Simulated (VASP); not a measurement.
# Li (P2_1/m) in VASP: a series of runs

Li is run at these levels: PBE; tasks: electric field gradients.

Program: VASP 6.6.1. These are calculated values, not measurements. Logs are shortened: lines on timing, memory, paths and dates and some standing lists are left out, and cuts for length are marked.

## 1. The cell of the first run

Symmetry: P2_1/m, No. 11, monoclinic system. Conventional cell: a = 3.035 Å, b = 4.995 Å, c = 3.055 Å, α = 90.00°, β = 119.35°, γ = 90.00°. Li (site symmetry m) has 12 Li at 3.03 to 3.07 Å within 4.0 Å.

## 2. Electric field gradients, PBE (xy shear strain of +1.5 %)

File INCAR:

```
PREC = Accurate
ENCUT = 520
EDIFF = 1E-8
ISMEAR = -1
SIGMA = 0.05
LREAL = False
LASPH = True
NELM = 80
ALGO = Normal
ISIF = 2
LWAVE = False
LCHARG = False
GGA = PE
LEFG = True
NBANDS = 10
```

File KPOINTS:

```
regular mesh
0
Gamma
  16 16 9
```

File POSCAR:

```
Li
1.0
    3.0544211484      0.0229081586      0.0000000000
   -1.5073715269      2.6337522291      0.0000000000
    0.0000000000      0.0000000000      4.9952014055
Li
2
Direct
    0.3333333333      0.6666666667      0.2500000000
    0.6666666667      0.3333333333      0.7500000000
```

Potentials or basis: VASP PAW PBE potentials, release 64 (Li_sv).

Started as:

```bash
$ cat potpaw_PBE.64/Li_sv/POTCAR > POTCAR
$ mpirun -np 1 vasp_std > vasp.out
```

OUTCAR:

```text
PREC = Accurate
   ENCUT = 520
   EDIFF = 1E-8
   ISMEAR = -1
   LREAL = False
   LASPH = True
   NELM = 80
   ISIF = 2
   GGA = PE

 ion  position               nearest neighbor table
   1  0.333  0.667  0.250-
   2  0.667  0.333  0.750-

  Warning from LATTYP: Monoclinic adjustment (A1->A3, A2->A1, A3->A2)!
  LATTYP: Found a simple monoclinic cell.
 ALAT       =     3.0346037179
 B/A-ratio  =     1.6460803024
 C/A-ratio  =     1.0065587921
 COS(beta)  =    -0.4902045493

  Lattice vectors:

 A1 = (  -1.5073715269,   2.6337522291,   0.0000000000)
 A2 = (   0.0000000000,   0.0000000000,   4.9952014055)
 A3 = (   3.0544211484,   0.0229081586,   0.0000000000)

Analysis of symmetry for initial positions (statically):
=====================================================================
 Subroutine PRICEL returns:
 Original cell was already a primitive cell.

 Routine SETGRP: Setting up the symmetry group for a
 simple monoclinic supercell.

 Subroutine GETGRP returns: Found  4 space group operations
 (whereof  2 operations were pure point group operations)
 out of a pool of  4 trial point group operations.

The static configuration has the point symmetry S_2 .
 The point group associated with its full space group is C_2h.

Analysis of symmetry for dynamics (positions and initial velocities):
=====================================================================
 Subroutine PRICEL returns:
 Original cell was already a primitive cell.

 Routine SETGRP: Setting up the symmetry group for a
 simple monoclinic supercell.

 Subroutine GETGRP returns: Found  4 space group operations
 (whereof  2 operations were pure point group operations)
 out of a pool of  4 trial point group operations.

The dynamic configuration has the point symmetry S_2 .
 The point group associated with its full space group is C_2h.

 Subroutine INISYM returns: Found  4 space group operations
 (whereof  2 operations are pure point group operations),
 and found     1 'primitive' translations

----------------------------------------------------------------------------------------

                                     Primitive cell

  volume of cell :      40.3568

  direct lattice vectors                    reciprocal lattice vectors
     3.054421148  0.022908159  0.000000000     0.325994954  0.186576211  0.000000000
    -1.507371527  2.633752229  0.000000000    -0.002835477  0.378063613  0.000000000
     0.000000000  0.000000000  4.995201405     0.000000000  0.000000000  0.200192128

  length of vectors
     3.054507053  3.034603718  4.995201405     0.375610693  0.378074246  0.200192128

  position of ions in fractional coordinates (direct lattice)
     0.333333333  0.666666667  0.250000000
     0.666666667  0.333333333  0.750000000

  ion indices of the primitive-cell ions
   primitive index   ion index
                 1           1
                 2           2

----------------------------------------------------------------------------------------

 KPOINTS: regular mesh

Automatic generation of k-mesh.
 Grid dimensions read from file:
 generate k-points for:   16   16    9

 Generating k-lattice:

  Cartesian coordinates                     Fractional coordinates (reciprocal lattice)
     0.020374685  0.011661013  0.000000000     0.062500000  0.000000000  0.000000000
    -0.000177217  0.023628976  0.000000000     0.000000000  0.062500000  0.000000000
     0.000000000  0.000000000  0.022243570     0.000000000  0.000000000  0.111111111

  Length of vectors
     0.023475668  0.023629640  0.022243570

  Shift w.r.t. Gamma in fractional coordinates (k-lattice)
     0.000000000  0.000000000  0.000000000

 Subroutine IBZKPT returns following result:
 ===========================================

 Found    650 irreducible k-points:

 Following reciprocal coordinates:
            Coordinates               Weight
  0.000000  0.000000  0.000000      1.000000
  0.062500  0.000000  0.000000      2.000000
  0.125000  0.000000  0.000000      2.000000
  0.187500  0.000000  0.000000      2.000000
  0.250000  0.000000  0.000000      2.000000
  0.312500  0.000000  0.000000      2.000000
[... 16 lines left out ...]
 -0.187500  0.062500  0.000000      2.000000
 -0.125000  0.062500  0.000000      2.000000
 [... further k-points ...]
   k-points           NKPTS =    650   k-points in BZ     NKDIM =    650   number of bands    NBANDS=     10
   number of dos      NEDOS =    301   number of ions     NIONS =      2
   total plane-waves  NPLWV =  23040
   dimension x,y,z NGX =    24 NGY =   24 NGZ =   40
   dimension x,y,z NGXF=    48 NGYF=   48 NGZF=   80
   ions per type =               2
   NGX,Y,Z   is equivalent  to a cutoff of  13.06, 13.15, 13.31 a.u.
   NGXF,Y,Z  is equivalent  to a cutoff of  26.12, 26.30, 26.62 a.u.
 SYSTEM =  unknown system
   PREC   = accura    normal or accurate (medium, high low for compatibility)
   ISTART =      0    job   : 0-new  1-cont  2-samecut
   ICHARG =      2    charge: 1-file 2-atom 10-const
   ISPIN  =      1    spin polarized calculation?
   LNONCOLLINEAR =      F non collinear calculations
   LSORBIT =      F    spin-orbit coupling
   LASPH  =      T    aspherical Exc in radial PAW
   ENCUT  =  520.0 eV  38.22 Ry    6.18 a.u.   5.68  5.64  9.29*2*pi/ulx,y,z
   NELM   =     80;   NELMIN=  2; NELMDL= -5     # of ELM steps
   EDIFF  = 0.1E-07   stopping-criterion for ELM
   LREAL  =      F    real-space projection
   EDIFFG = 0.1E-06   stopping-criterion for IOM
   NSW    =      0    number of steps for IOM
   IBRION =     -1    ionic relax: 0-MD 1-quasi-New 2-CG
   NFREE  =      0    steps in history (QN), initial steepest desc. (CG)
   ISIF   =      2    stress and relaxation
   ISYM   =      2    0-nonsym 1-usesym 2-fastsym
   POTIM  = 0.5000    time-step for ionic-motion
   TEBEG  =    0.0;   TEEND  =   0.0 temperature during run
   PSTRESS=    0.0 pullay stress
   NELECT =       6.0000    total number of electrons
   NUPDOWN=      -1.0000    fix difference up-down
   EMIN   =  10.00;   EMAX   =-10.00  energy-range for DOS
   EFERMI =   0.00;   METHOD = LEGACY
   ISMEAR =    -1;   SIGMA  =   0.05  broadening in eV -4-tet -1-fermi 0-gaus
   EFERMI_NEDOS =   21; number of points for ismear=-14 and -15
   IALGO  =     38    algorithm
   IMIX   =      4    mixing-type and parameters
     AMIX     =   0.40;   BMIX     =  1.00
     AMIX_MAG =   1.60;   BMIX_MAG =  1.00
  volume/ion in A,a.u.               =      20.18       136.17
  Fermi-wavevector in a.u.,A,eV,Ry     =   0.867267  1.638897 10.233654  0.752152
  Thomas-Fermi vector in A             =   1.985776
   LORBIT       =      0    0 simple, 1 ext, 2 COOP (PROOUT), +10 PAW based schemes
   GGA     = PE    functional components
[... 5 lines left out ...]
 non-spin polarized calculation
  energy-cutoff  :      520.00
  volume of cell :       40.36
 maximum number of plane-waves:      1107
   NGX = 11   NGY = 11   NGZ = 19

 number of electron       6.0000002 magnetization

 Free energy of the ion-electron system (eV)
  ---------------------------------------------------
  ext. energy  EPLUGINS =         0.00000000
  ---------------------------------------------------
  free energy    TOTEN  =        -3.81810738 eV

  energy without entropy =       -3.81113294  energy(sigma->0) =       -3.81462016

 E-fermi :   0.6336     XC(G=0):  -7.0552

 val. band max:        0.6268845830   @ k =   0.0625   0.4375   0.2222
 cond. band min:       0.6373000217   @ k =   0.0000   0.3750   0.4444
 fundamental gap:      0.0104154387
 Fermi energy:         0.6335762068

 k-point     1 :       0.0000    0.0000    0.0000
  band No.  band energies     occupation
      1     -45.8833      2.00000
      2     -45.8651      2.00000
      3      -2.9289      2.00000
      4       0.6112      1.22055
      5       3.5638      0.00000
      6      13.0318      0.00000
      7      13.2556      0.00000
      8      14.4231      0.00000
      9      14.6666      0.00000
     10      15.1283      0.00000

 k-point     2 :       0.0625    0.0000    0.0000
  band No.  band energies     occupation
      1     -45.8827      2.00000
      2     -45.8648      2.00000
      3      -2.8674      2.00000
      4       0.6924      0.47112
      5       3.5867      0.00000
      6      12.2870      0.00000
      7      12.7650      0.00000
      8      14.5071      0.00000
      9      14.9590      0.00000
     10      15.0581      0.00000
[... 274 lines left out ...]
 k-point    24 :      -0.1250    0.0625    0.0000
  band No.  band energies     occupation
      1     -45.8815      2.00000
      2     -45.8642      2.00000
      3      -2.7419      2.00000
      4       0.8582      0.02214
      5       3.6334      0.00000
      6      11.4873      0.00000
      7      11.8796      0.00000
      8      14.5704      0.00000
      9      14.8791      0.00000
     10      14.9891      0.00000

 [... further k-points ...]
[... 5 lines left out ...]
  --------------------------------------------------------------------------------------
  -------------------------------------------------------------------------------------
  Total       -0.0153464     -0.0119978     -0.0033624     -0.0382091      0.0000000      0.0000000
  in kB       -0.6092557     -0.4763155     -0.1334898     -1.5169118      0.0000000      0.0000000
  external PRESSURE =      -0.4063537 kB  Pullay stress =       0.0000000 kB

 VOLUME and BASIS-vectors are now :
 -----------------------------------------------------------------------------
  energy-cutoff  :      520.00
  volume of cell :       40.36
      direct lattice vectors                 reciprocal lattice vectors
     3.054421148  0.022908159  0.000000000     0.325994954  0.186576211  0.000000000
    -1.507371527  2.633752229  0.000000000    -0.002835477  0.378063613  0.000000000
     0.000000000  0.000000000  4.995201405     0.000000000  0.000000000  0.200192128

 POSITION                                       TOTAL-FORCE (eV/Angst)
 -----------------------------------------------------------------------------------
      0.01323      1.76347      1.24880        -0.006808     -0.000171      0.000000
      1.53382      0.89319      3.74640         0.006808      0.000171      0.000000
 -----------------------------------------------------------------------------------
    total drift:                               -0.000000      0.000000     -0.000000

  FREE ENERGIE OF THE ION-ELECTRON SYSTEM (eV)
  ---------------------------------------------------
  free  energy   TOTEN  =        -3.8181073789 eV

  energy  without entropy=       -3.8111329369  energy(sigma->0) =       -3.81462016

 Electric field gradients (V/A^2)
---------------------------------------------------------------------
 ion       V_xx      V_yy      V_zz      V_xy      V_xz      V_yz
---------------------------------------------------------------------
   1       0.001     0.003    -0.004    -0.027     0.000     0.000
   2       0.001     0.003    -0.004    -0.027     0.000     0.000
---------------------------------------------------------------------

 Electric field gradients after diagonalization (V/A^2)
 (convention: |V_zz| > |V_xx| > |V_yy|)
----------------------------------------------------------------------
 ion       V_xx      V_yy      V_zz     asymmetry (V_yy - V_xx)/ V_zz
----------------------------------------------------------------------
   1      -0.025    -0.004     0.029       0.729
   2      -0.025    -0.004     0.029       0.729
----------------------------------------------------------------------

           NMR quadrupolar parameters

 Cq : quadrupolar parameter    Cq=e*Q*V_zz/h
 eta: asymmetry parameters     (V_yy - V_xx)/ V_zz
 Q  : nuclear electric quadrupole moment in mb (millibarn)
----------------------------------------------------------------------
 ion       Cq(MHz)       eta       Q (mb)
----------------------------------------------------------------------
   1       0.000       0.729       1.000
   2       0.000       0.729       1.000
----------------------------------------------------------------------
```

Run time: 1.9 min. Hardware: 1 thread of Intel Xeon Platinum 8488C (Sapphire Rapids), shared host; peak memory 0.3 GiB.

Results:

- Free energy: -3.8181 eV
- Largest force: 0.007 eV/Å
- Band gap on the k mesh: zero (bands 3 and 4 overlap by 4.02 eV)
- Largest electric field gradient by atom: under 0.05 V/Å² on every atom

Forces on the atoms (eV/Å):
```
Li  -0.007  0.000  0.000
Li   0.007  0.000  0.000
```

Caveat: the cell differs from its parent crystal (xy shear strain of +1.5 %); the cutoff is under 1.25 times the usual one of these potentials, so pressure, stress and relaxed cells hold a basis-set (Pulay) error.

## 3. Electric field gradients, PBE (xy shear strain of +1.5 %)

File INCAR:

```
SYSTEM = Li
PREC     = Accurate       ! precision mode
ENCUT    = 520            ! plane-wave cutoff, eV
EDIFF    = 1E-8           ! SCF threshold, eV
ISMEAR   = -1             ! smearing method
SIGMA    = 0.05           ! smearing width, eV
LREAL    = .False.        ! projectors in reciprocal space
LASPH    = .True.         ! aspherical terms in the spheres
NELM     = 80             ! most SCF steps
ALGO     = Normal         ! electronic algorithm
ISIF     = 2              ! what is computed and relaxed
LWAVE    = .False.        ! write WAVECAR
LCHARG   = .False.        ! write CHGCAR
GGA      = PE             ! functional
LEFG     = .True.       
NBANDS   = 10             ! bands
```

File KPOINTS:

```
Automatic mesh
0
Gamma
  16 16 9
  0 0 0
```

POSCAR is that of step 2.

Potentials or basis: VASP PAW PBE potentials, release 64 (Li_sv).

Started as:

```bash
$ cat potpaw_PBE.64/Li_sv/POTCAR > POTCAR
$ mpirun -np 1 vasp_std > vasp.out
```

OUTCAR:

```text
SYSTEM = Li
   PREC = Accurate
   ENCUT = 520
   EDIFF = 1E-8
   ISMEAR = -1
   LREAL = .False.
   LASPH = .True.
   NELM = 80
   ISIF = 2
   GGA = PE

 ion  position               nearest neighbor table
   1  0.333  0.667  0.250-
   2  0.667  0.333  0.750-

  Warning from LATTYP: Monoclinic adjustment (A1->A3, A2->A1, A3->A2)!
  LATTYP: Found a simple monoclinic cell.
 ALAT       =     3.0346037179
 B/A-ratio  =     1.6460803024
 C/A-ratio  =     1.0065587921
 COS(beta)  =    -0.4902045493

[... 527 lines left out ...]

  FREE ENERGIE OF THE ION-ELECTRON SYSTEM (eV)
  ---------------------------------------------------
  free  energy   TOTEN  =        -3.8181073789 eV

  energy  without entropy=       -3.8111329369  energy(sigma->0) =       -3.81462016

 Electric field gradients (V/A^2)
---------------------------------------------------------------------
 ion       V_xx      V_yy      V_zz      V_xy      V_xz      V_yz
---------------------------------------------------------------------
   1       0.001     0.003    -0.004    -0.027     0.000     0.000
   2       0.001     0.003    -0.004    -0.027     0.000     0.000
---------------------------------------------------------------------

 Electric field gradients after diagonalization (V/A^2)
 (convention: |V_zz| > |V_xx| > |V_yy|)
----------------------------------------------------------------------
 ion       V_xx      V_yy      V_zz     asymmetry (V_yy - V_xx)/ V_zz
----------------------------------------------------------------------
   1      -0.025    -0.004     0.029       0.729
   2      -0.025    -0.004     0.029       0.729
----------------------------------------------------------------------

           NMR quadrupolar parameters

 Cq : quadrupolar parameter    Cq=e*Q*V_zz/h
 eta: asymmetry parameters     (V_yy - V_xx)/ V_zz
 Q  : nuclear electric quadrupole moment in mb (millibarn)
----------------------------------------------------------------------
 ion       Cq(MHz)       eta       Q (mb)
----------------------------------------------------------------------
   1       0.000       0.729       1.000
   2       0.000       0.729       1.000
----------------------------------------------------------------------
```

It took 88 s on 1 thread of Intel Xeon Platinum 8488C (Sapphire Rapids), shared host; peak memory 0.3 GiB.

What came out:

```yaml
Free_energy: -3.8181 eV
Largest_force: 0.007 eV/Å
Band_gap_on_the_k_mesh: zero (bands 3 and 4 overlap by 4.02 eV)
Largest_electric_field_gradient_by_atom: under 0.05 V/Å² on every atom
```

Forces in eV/Å, atoms in the order of the input:
```
Li  -0.007  0.000  0.000
Li   0.007  0.000  0.000
```

Caveat: the cell differs from its parent crystal (xy shear strain of +1.5 %); the cutoff is under 1.25 times the usual one of these potentials, so pressure, stress and relaxed cells hold a basis-set (Pulay) error.
